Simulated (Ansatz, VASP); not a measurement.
Two plane-wave programs on BP

```
B P
1.0
     0.00000    2.22292    2.25885
     2.22292    0.00000    2.25885
     2.22292    2.22292    0.00000
B P
1 1
Direct
  0.00000 0.00000 0.00000
  0.25000 0.25000 0.25000
```

Change from the starting cell: strained cell.

Alike in both runs: task relaxation of the atoms; functional LDA; k mesh 10 × 10 × 10; occupations gaussian, width 0.02 eV; no spin polarisation.

|  | VASP | Ansatz |
| --- | --- | --- |
| version | VASP 6.6.1 | Ansatz 0.2.0 |
| potentials or method | VASP PAW LDA potentials, release 64 (B, P), cutoff 450 eV | scalar-relativistic, plane waves, PAW |
| valence electrons in the cell | 8 | 8 |

```tsv
	VASP	Ansatz	Ansatz less VASP
gap on the k mesh at the Fermi level, each at its own relaxed structure (eV)	1.01	1.01	-0.001
```

Ansatz warns that its potentials were made for another functional, while VASP's fit it. LDA's correlation is that of Perdew and Zunger in VASP and of Perdew and Wang (1992) in Ansatz. Ansatz's warnings: stress scf threshold loose.

Noted on VASP's run: the relaxation stopped at its first step, so nothing moved.
